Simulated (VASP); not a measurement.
# ZnS (F-43m) in VASP: notebook

The runs below take ZnS through single point, with PBE.

All numbers are computed with VASP 6.6.1; they aren't measurements. Logs are shortened: lines on timing, memory, paths and dates and some standing lists are left out, and cuts for length are marked.

## 1. The cell of the first run

The structure is cubic, space group F-43m (No. 216). Conventional cell: a = 5.318 Å, b = 5.318 Å, c = 5.318 Å, α = 90.00°, β = 90.00°, γ = 90.00°. Within 3.0 Å of Zn (site symmetry -43m) lie 4 S at 2.30 Å. S (site symmetry -43m) has 4 Zn at 2.30 Å within 3.0 Å.

## 2. Single point, PBE

Input file INCAR:

```
  PREC = Accurate
  ENCUT = 520
  EDIFF = 1E-7
  ISMEAR = 0
  SIGMA = 0.025
  LREAL = False
  LASPH = True
  NELM = 60
  ALGO = Normal
  ISIF = 2
  LWAVE = False
  LCHARG = True
  GGA = PE
  LELF = True
  LVHAR = True
  NBANDS = 16
```

Input file KPOINTS:

```
regular mesh
0
Gamma
  8 8 8
```

Input file POSCAR:

```
ZnS
1.0
    0.0000000000      2.6587996169      2.6587996169
    2.6587996169      0.0000000000      2.6587996169
    2.6587996169      2.6587996169      0.0000000000
Zn S
1 1
Direct
    0.0000000000      0.0000000000      0.0000000000
    0.7500000000      0.7500000000      0.7500000000
```

Potentials or basis: VASP PAW PBE potentials, release 64 (Zn, S).

On the command line:

```bash
$ cat potpaw_PBE.64/Zn/POTCAR potpaw_PBE.64/S/POTCAR > POTCAR
$ mpirun -np 1 vasp_std > vasp.out
```

OUTCAR:

```text
PREC = Accurate
   ENCUT = 520
   EDIFF = 1E-7
   ISMEAR = 0
   LREAL = False
   LASPH = True
   NELM = 60
   ISIF = 2
   GGA = PE

 ion  position               nearest neighbor table
   1  0.000  0.000  0.000-   2 2.30   2 2.30   2 2.30   2 2.30
   2  0.750  0.750  0.750-   1 2.30   1 2.30   1 2.30   1 2.30

  LATTYP: Found a face centered cubic cell.
 ALAT       =     5.3175992338

  Lattice vectors:

 A1 = (   0.0000000000,   2.6587996169,   2.6587996169)
 A2 = (   2.6587996169,   0.0000000000,   2.6587996169)
 A3 = (   2.6587996169,   2.6587996169,   0.0000000000)

Analysis of symmetry for initial positions (statically):
=====================================================================
 Subroutine PRICEL returns:
 Original cell was already a primitive cell.

 Routine SETGRP: Setting up the symmetry group for a
 face centered cubic supercell.

 Subroutine GETGRP returns: Found 24 space group operations
 (whereof 24 operations were pure point group operations)
 out of a pool of 48 trial point group operations.

The static configuration has the point symmetry T_d .

Analysis of symmetry for dynamics (positions and initial velocities):
=====================================================================
 Subroutine PRICEL returns:
 Original cell was already a primitive cell.

 Routine SETGRP: Setting up the symmetry group for a
 face centered cubic supercell.

 Subroutine GETGRP returns: Found 24 space group operations
 (whereof 24 operations were pure point group operations)
 out of a pool of 48 trial point group operations.

The dynamic configuration has the point symmetry T_d .

 Subroutine INISYM returns: Found 24 space group operations
 (whereof 24 operations are pure point group operations),
 and found     1 'primitive' translations

----------------------------------------------------------------------------------------

                                     Primitive cell

  volume of cell :      37.5913

  direct lattice vectors                    reciprocal lattice vectors
     0.000000000  2.658799617  2.658799617    -0.188054789  0.188054789  0.188054789
     2.658799617  0.000000000  2.658799617     0.188054789 -0.188054789  0.188054789
     2.658799617  2.658799617  0.000000000     0.188054789  0.188054789 -0.188054789

  length of vectors
     3.760110478  3.760110478  3.760110478     0.325720449  0.325720449  0.325720449

  position of ions in fractional coordinates (direct lattice)
     0.000000000  0.000000000  0.000000000
     0.750000000  0.750000000  0.750000000

  ion indices of the primitive-cell ions
   primitive index   ion index
                 1           1
                 2           2

----------------------------------------------------------------------------------------

 KPOINTS: regular mesh

Automatic generation of k-mesh.
 Grid dimensions read from file:
 generate k-points for:    8    8    8

 Generating k-lattice:

  Cartesian coordinates                     Fractional coordinates (reciprocal lattice)
    -0.023506849  0.023506849  0.023506849     0.125000000  0.000000000  0.000000000
     0.023506849 -0.023506849  0.023506849     0.000000000  0.125000000  0.000000000
     0.023506849  0.023506849 -0.023506849     0.000000000  0.000000000  0.125000000

  Length of vectors
     0.040715056  0.040715056  0.040715056

  Shift w.r.t. Gamma in fractional coordinates (k-lattice)
     0.000000000  0.000000000  0.000000000

 Subroutine IBZKPT returns following result:
 ===========================================

 Found     29 irreducible k-points:

 Following reciprocal coordinates:
            Coordinates               Weight
  0.000000  0.000000  0.000000      1.000000
  0.125000  0.000000  0.000000      8.000000
  0.250000  0.000000  0.000000      8.000000
  0.375000  0.000000  0.000000      8.000000
  0.500000  0.000000  0.000000      4.000000
  0.125000  0.125000  0.000000      6.000000
[... 16 lines left out ...]
  0.500000  0.250000  0.125000     48.000000
 -0.375000  0.250000  0.125000     24.000000
 [... further k-points ...]
   k-points           NKPTS =     29   k-points in BZ     NKDIM =     29   number of bands    NBANDS=     16
   number of dos      NEDOS =    301   number of ions     NIONS =      2
   total plane-waves  NPLWV =  21952
   dimension x,y,z NGX =    28 NGY =   28 NGZ =   28
   dimension x,y,z NGXF=    56 NGYF=   56 NGZF=   56
   ions per type =               1   1
   NGX,Y,Z   is equivalent  to a cutoff of  12.38, 12.38, 12.38 a.u.
   NGXF,Y,Z  is equivalent  to a cutoff of  24.76, 24.76, 24.76 a.u.
 SYSTEM =  unknown system
   PREC   = accura    normal or accurate (medium, high low for compatibility)
   ISTART =      0    job   : 0-new  1-cont  2-samecut
   ICHARG =      2    charge: 1-file 2-atom 10-const
   ISPIN  =      1    spin polarized calculation?
   LNONCOLLINEAR =      F non collinear calculations
   LSORBIT =      F    spin-orbit coupling
   LASPH  =      T    aspherical Exc in radial PAW
   ENCUT  =  520.0 eV  38.22 Ry    6.18 a.u.   6.99  6.99  6.99*2*pi/ulx,y,z
   NELM   =     60;   NELMIN=  2; NELMDL= -5     # of ELM steps
   EDIFF  = 0.1E-06   stopping-criterion for ELM
   LREAL  =      F    real-space projection
   EDIFFG = 0.1E-05   stopping-criterion for IOM
   NSW    =      0    number of steps for IOM
   IBRION =     -1    ionic relax: 0-MD 1-quasi-New 2-CG
   NFREE  =      0    steps in history (QN), initial steepest desc. (CG)
   ISIF   =      2    stress and relaxation
   ISYM   =      2    0-nonsym 1-usesym 2-fastsym
   POTIM  = 0.5000    time-step for ionic-motion
   TEBEG  =    0.0;   TEEND  =   0.0 temperature during run
   PSTRESS=    0.0 pullay stress
   NELECT =      18.0000    total number of electrons
   NUPDOWN=      -1.0000    fix difference up-down
   EMIN   =  10.00;   EMAX   =-10.00  energy-range for DOS
   EFERMI =   0.00;   METHOD = LEGACY
   ISMEAR =     0;   SIGMA  =   0.03  broadening in eV -4-tet -1-fermi 0-gaus
   EFERMI_NEDOS =   21; number of points for ismear=-14 and -15
   IALGO  =     38    algorithm
   IMIX   =      4    mixing-type and parameters
     AMIX     =   0.40;   BMIX     =  1.00
     AMIX_MAG =   1.60;   BMIX_MAG =  1.00
  volume/ion in A,a.u.               =      18.80       126.84
  Fermi-wavevector in a.u.,A,eV,Ry     =   1.280767  2.420298 22.318502  1.640364
  Thomas-Fermi vector in A             =   2.413176
   LORBIT       =      0    0 simple, 1 ext, 2 COOP (PROOUT), +10 PAW based schemes
   GGA     = PE    functional components
   LHFCALC =     F    Hartree Fock is set to
   AEXX    =    0.0000 exact exchange contribution
   IVDW    =     0    specifies the selected vdW correction
   LEPSILON=     F    determine dielectric tensor
   LRPA    =     F    only Hartree local field effects (RPA)
 non-spin polarized calculation
 Gauss-broadening in eV      SIGMA  =   0.03
  energy-cutoff  :      520.00
  volume of cell :       37.59
 maximum number of plane-waves:      1036
   NGX = 13   NGY = 13   NGZ = 13

 number of electron      18.0000019 magnetization

 Free energy of the ion-electron system (eV)
  ---------------------------------------------------
  ext. energy  EPLUGINS =         0.00000000
  ---------------------------------------------------
  free energy    TOTEN  =        -6.80324534 eV

  energy without entropy =       -6.80324534  energy(sigma->0) =       -6.80324534

 E-fermi :   2.7250     XC(G=0):  -9.8596

 val. band max:        2.5715689429   @ k =   0.0000   0.0000   0.0000
 cond. band min:       4.9010728212   @ k =   0.0000   0.0000   0.0000
 fundamental gap:      2.3295038783
 Fermi energy:         2.7249926929

 k-point     1 :       0.0000    0.0000    0.0000
  band No.  band energies     occupation
      1     -10.9185      2.00000
      2      -3.9735      2.00000
      3      -3.9735      2.00000
      4      -3.9735      2.00000
      5      -3.4161      2.00000
      6      -3.4161      2.00000
[... 8 lines left out ...]
     15      14.3878      0.00000
     16      14.7152      0.00000

 k-point     2 :       0.1250    0.0000    0.0000
  band No.  band energies     occupation
      1     -10.7916      2.00000
      2      -3.9767      2.00000
      3      -3.9503      2.00000
      4      -3.9503      2.00000
      5      -3.4181      2.00000
      6      -3.4181      2.00000
[... 8 lines left out ...]
     15      13.7749      0.00000
     16      15.4848      0.00000

 k-point     3 :       0.2500    0.0000    0.0000
  band No.  band energies     occupation
      1     -10.4586      2.00000
      2      -3.9393      2.00000
      3      -3.8994      2.00000
      4      -3.8994      2.00000
      5      -3.4145      2.00000
      6      -3.4145      2.00000
[... 8 lines left out ...]
     15      13.5776      0.00000
     16      14.9201      0.00000

 k-point     4 :       0.3750    0.0000    0.0000
  band No.  band energies     occupation
      1     -10.0767      2.00000
      2      -3.8593      2.00000
      3      -3.8593      2.00000
      4      -3.7256      2.00000
      5      -3.3953      2.00000
      6      -3.3953      2.00000
[... 8 lines left out ...]
     15      14.7413      0.00000
     16      14.7413      0.00000

 k-point     5 :       0.5000    0.0000    0.0000
  band No.  band energies     occupation
      1      -9.8996      2.00000
      2      -3.8468      2.00000
      3      -3.8468      2.00000
      4      -3.3816      2.00000
      5      -3.3816      2.00000
      6      -3.2078      2.00000
[... 8 lines left out ...]
     15      16.1021      0.00000
     16      16.1021      0.00000

 k-point     6 :       0.1250    0.1250    0.0000
  band No.  band energies     occupation
      1     -10.7493      2.00000
      2      -4.0002      2.00000
      3      -3.9307      2.00000
      4      -3.9307      2.00000
      5      -3.4352      2.00000
      6      -3.4035      2.00000
[... 8 lines left out ...]
     15      14.5911      0.00000
     16      16.0486      0.00000

 k-point     7 :       0.2500    0.1250    0.0000
  band No.  band energies     occupation
      1     -10.4840      2.00000
      2      -3.9986      2.00000
      3      -3.8775      2.00000
      4      -3.8769      2.00000
      5      -3.4444      2.00000
      6      -3.3919      2.00000
[... 8 lines left out ...]
     15      14.5724      0.00000
     16      16.4577      0.00000

 k-point     8 :       0.3750    0.1250    0.0000
  band No.  band energies     occupation
      1     -10.1123      2.00000
      2      -3.9092      2.00000
      3      -3.8289      2.00000
      4      -3.7859      2.00000
      5      -3.4162      2.00000
      6      -3.3784      2.00000
[... 8 lines left out ...]
     15      15.3735      0.00000
     16      15.8228      0.00000

 k-point     9 :       0.5000    0.1250    0.0000
  band No.  band energies     occupation
      1      -9.8560      2.00000
      2      -3.8526      2.00000
      3      -3.8118      2.00000
      4      -3.5028      2.00000
      5      -3.3782      2.00000
      6      -3.2571      2.00000
[... 8 lines left out ...]
     15      16.1223      0.00000
     16      16.3023      0.00000
[... 172 lines left out ...]
 k-point    19 :       0.5000    0.3750    0.0000
  band No.  band energies     occupation
      1      -9.6134      2.00000
      2      -3.9994      2.00000
      3      -3.6291      2.00000
      4      -3.6085      2.00000
      5      -3.3450      2.00000
      6      -3.2105      2.00000
[... 8 lines left out ...]
     15      16.3867      0.00000
     16      17.6494      0.00000

 k-point    20 :      -0.3750    0.3750    0.0000
  band No.  band energies     occupation
      1      -9.5814      2.00000
      2      -3.9066      2.00000
      3      -3.6598      2.00000
      4      -3.5358      2.00000
      5      -3.3765      2.00000
      6      -3.0300      2.00000
[... 8 lines left out ...]
     15      15.1433      0.00000
     16      18.7032      0.00000

 k-point    21 :       0.5000    0.5000    0.0000
  band No.  band energies     occupation
      1      -9.5553      2.00000
      2      -4.0477      2.00000
      3      -3.5910      2.00000
      4      -3.5910      2.00000
      5      -3.3301      2.00000
      6      -3.1822      2.00000
[... 8 lines left out ...]
     15      16.3536      0.00000
     16      17.2818      0.00000

 k-point    22 :       0.3750    0.2500    0.1250
  band No.  band energies     occupation
      1     -10.1964      2.00000
      2      -3.9694      2.00000
      3      -3.8293      2.00000
      4      -3.8017      2.00000
      5      -3.4432      2.00000
      6      -3.3730      2.00000
[... 8 lines left out ...]
     15      15.4858      0.00000
     16      17.9706      0.00000

 k-point    23 :       0.5000    0.2500    0.1250
  band No.  band energies     occupation
      1      -9.8761      2.00000
      2      -3.8634      2.00000
      3      -3.7969      2.00000
      4      -3.6566      2.00000
      5      -3.3982      2.00000
      6      -3.3410      2.00000
[... 8 lines left out ...]
     15      16.5846      0.00000
     16      17.0892      0.00000

 k-point    24 :      -0.3750    0.2500    0.1250
  band No.  band energies     occupation
      1      -9.7317      2.00000
      2      -3.8399      2.00000
      3      -3.7716      2.00000
      4      -3.4882      2.00000
      5      -3.4034      2.00000
      6      -3.1225      2.00000
[... 8 lines left out ...]
     15      16.2156      0.00000
     16      17.0611      0.00000

 [... further k-points ...]
[... 5 lines left out ...]
  --------------------------------------------------------------------------------------
  -------------------------------------------------------------------------------------
  Total        1.3825388      1.3825388      1.3825388     -0.0000000     -0.0000000     -0.0000000
  in kB       58.9252035     58.9252035     58.9252035     -0.0000000     -0.0000000     -0.0000000
  external PRESSURE =      58.9252035 kB  Pullay stress =       0.0000000 kB

 VOLUME and BASIS-vectors are now :
 -----------------------------------------------------------------------------
  energy-cutoff  :      520.00
  volume of cell :       37.59
      direct lattice vectors                 reciprocal lattice vectors
     0.000000000  2.658799617  2.658799617    -0.188054789  0.188054789  0.188054789
     2.658799617  0.000000000  2.658799617     0.188054789 -0.188054789  0.188054789
     2.658799617  2.658799617  0.000000000     0.188054789  0.188054789 -0.188054789

 POSITION                                       TOTAL-FORCE (eV/Angst)
 -----------------------------------------------------------------------------------
      0.00000      0.00000      0.00000         0.000000      0.000000      0.000000
      3.98820      3.98820      3.98820        -0.000000     -0.000000     -0.000000
 -----------------------------------------------------------------------------------
    total drift:                               -0.000002     -0.000002     -0.000002

  FREE ENERGIE OF THE ION-ELECTRON SYSTEM (eV)
  ---------------------------------------------------
  free  energy   TOTEN  =        -6.8032453432 eV

  energy  without entropy=       -6.8032453432  energy(sigma->0) =       -6.80324534
```

Wall time 21 s (1 thread of AMD EPYC 7R43 (Zen 3), shared host); peak memory 0.12 GiB.

Results:

```
Free energy            : -6.8032 eV
Pressure               : 5.9 GPa
Band gap on the k mesh : 2.33 eV, direct
```

(Continued in part 2 of 2.)
